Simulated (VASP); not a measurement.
A run of VASP 6.6.1 is set up as follows.

File POSCAR:

```
SiO2
1.0
    4.9515260300      0.0000000000      0.0000000000
    0.0000000000      4.9515260300      0.0000000000
    0.0000000000      0.0000000000      6.9535441600
Si O
4 8
Direct
    0.2952500000      0.2952500000      0.0000000000
    0.2047500000      0.7952500000      0.2500000000
    0.7047500000      0.7047500000      0.5000000000
    0.7952500000      0.2047500000      0.7500000000
    0.2406000000      0.0951500000      0.1748200000
    0.4048500000      0.7406000000      0.4248200000
    0.7594000000      0.9048500000      0.6748200000
    0.5951500000      0.2594000000      0.9248200000
    0.7406000000      0.4048500000      0.5751800000
    0.9048500000      0.7594000000      0.3251800000
    0.2594000000      0.5951500000      0.0751800000
    0.0951500000      0.2406000000      0.8251800000
```

The input INCAR.step1:

```
PREC = Accurate
ENCUT = 520
ISMEAR = -1
SIGMA = 0.0118
LREAL = F
LASPH = T
NELM = 100
NBANDS = 44
GGA = PE
ALGO = Normal
EDIFF = 1E-4
LWAVE = T
LCHARG = F
```

INCAR.step2

```
PREC = Accurate
ENCUT = 520
EDIFF = 1E-6
ISMEAR = -1
SIGMA = 0.0118
LREAL = F
LASPH = T
NELM = 100
ALGO = Normal
ISIF = 2
LWAVE = F
LCHARG = T
METAGGA = R2SCAN
LMIXTAU = T
LELF = T
LVHAR = T
NBANDS = 44
ISTART = 1
```

KPOINTS

```
regular mesh
0
Gamma
  5 5 4
```

Potentials or basis: VASP PAW PBE potentials, release 64 (Si, O).

Command:

```bash
$ cat potpaw_PBE.64/Si/POTCAR potpaw_PBE.64/O/POTCAR > POTCAR
$ cp INCAR.step1 INCAR
$ mpirun -np 1 vasp_std > vasp.out
$ cp INCAR.step2 INCAR
$ mpirun -np 1 vasp_std > vasp.out
```

**Question.** Estimate the largest force.

**Answer.** 0.540 eV/Å.

**Question.** Predict the pressure.

**Answer.** 8.3 GPa.

**Question.** Estimate the band gap on the k mesh.

**Answer.** 6.47 eV.

Forces on the atoms (eV/Å):
```
Si  -0.103 -0.103  0.000
Si   0.103 -0.103  0.000
Si   0.103  0.103  0.000
Si  -0.103  0.103  0.000
O   -0.002  0.492  0.222
O   -0.492 -0.002  0.222
O    0.002 -0.492  0.222
O    0.492  0.002  0.222
O   -0.002 -0.492 -0.222
O   -0.492  0.002 -0.222
O    0.002  0.492 -0.222
O    0.492 -0.002 -0.222
```

Caveat: the cell stands under pressure; the PAW data sets were made with another functional, which shifts forces and pressure a little. r2SCAN opens gaps a little over a GGA but as a rule still falls short of measured ones.
